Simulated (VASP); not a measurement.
Wanted: the native input for a VASP 6.6.1 run.

| Item | Value |
| --- | --- |
| Task | single point |
| Functional | LDA |
| Potentials or basis | VASP PAW LDA potentials, release 64 (Ga_d, Sb) |
| Cutoff | 520 eV |
| k mesh | 10 × 10 × 10 |
| Occupations | gaussian, width 0.15 eV |
| Spin | no spin polarisation |
| Dipole correction | no |
| Further INCAR settings | ALGO = Normal; EDIFF = 1e-06; NBANDS = 22 |

The structure of GaSb3 lies in POSCAR:

```
GaSb3
1.0
    0.0000000000      3.5261448467      3.7197301988
    3.5261448467      0.0000000000      3.7197301988
    3.5261448467      3.5261448467      0.0000000000
Ga Sb
1 3
Direct
    0.0000000000      0.0000000000      0.0000000000
    0.2500000000      0.2500000000      0.2500000000
    0.7500000000      0.7500000000      0.7500000000
    0.5000000000      0.5000000000      0.5000000000
```

This cell differs from its parent crystal: volume 23.125 Å^3 an atom, c/a of the conventional cell 1.0549.

The input as run:

INCAR

```
SYSTEM = GaSb3
PREC = Accurate
ENCUT = 520
EDIFF = 1E-6
ISMEAR = 0
SIGMA = 0.15
LREAL = .FALSE.
LASPH = .TRUE.
NELM = 100
ALGO = Normal
ISIF = 2
LWAVE = .FALSE.
LCHARG = .FALSE.
GGA = CA
NBANDS = 22
```

KPOINTS

```
Automatic mesh
0
G
  10 10 10
  0 0 0
```

Potentials or basis: VASP PAW LDA potentials, release 64 (Ga_d, Sb).

Command:

```bash
$ cat potpaw_LDA.64/Ga_d/POTCAR potpaw_LDA.64/Sb/POTCAR > POTCAR
$ mpirun -np 1 vasp_std > vasp.out
```

It gave:

| Item | Value |
| --- | --- |
| Pressure | 2.3 GPa |
| Band gap on the k mesh | zero (band 14 reaches 10.66 eV, above the bottom of band 15 at 6.11 eV) |

Caveat: spin-orbit coupling is left out, which moves the levels of the heavy elements.

It took 2.3 min on 1 thread of Intel(R) Xeon(R) Platinum 8259CL CPU @ 2.50GHz (Skylake/Cascade Lake), with other jobs on the host, peak memory 0.33 GiB.
